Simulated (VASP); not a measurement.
The system is HfO2.

```
Hf O
1.0
     5.01352    0.00000    0.00000
     0.00000    5.07984    0.00000
    -0.84113    0.00000    5.10743
Hf O
4 8
Direct
  0.27550 0.46030 0.70800
  0.72450 0.96030 0.79200
  0.72450 0.53970 0.29200
  0.27550 0.03970 0.20800
  0.07420 0.16840 0.84670
  0.92580 0.66840 0.65330
  0.92580 0.83160 0.15330
  0.07420 0.33160 0.34670
  0.44870 0.74190 0.98010
  0.55130 0.24190 0.51990
  0.55130 0.25810 0.01990
  0.44870 0.75810 0.48010
```

Base run:

* Program: VASP 6.6.1
* Functional: PBE
* Potentials or basis: VASP PAW PBE potentials, release 64 (Hf_pv, O)
* Cutoff: 520 eV
* k mesh: 5 × 5 × 5
* Occupations: fermi-dirac, width 0.05 eV
* Spin: no spin polarisation

Its results: band gap on the k mesh 4.38 eV, indirect (least direct gap 4.43 eV); pressure 20.3 GPa; largest force 0.663 eV/Å.

Task: The run is repeated on the same cell with these changes: functional from PBE to LDA; potentials or basis from VASP PAW PBE potentials, release 64 (Hf_pv, O) to VASP PAW LDA potentials, release 64 (Hf_pv, O). What comes out?

Result: Band gap on the k mesh 4.18 eV, indirect (least direct gap 4.24 eV); pressure 6.0 GPa; largest force 0.585 eV/Å.

Caveats: spin-orbit coupling is left out, which moves the levels of the heavy elements.

A k mesh can miss the band edges.
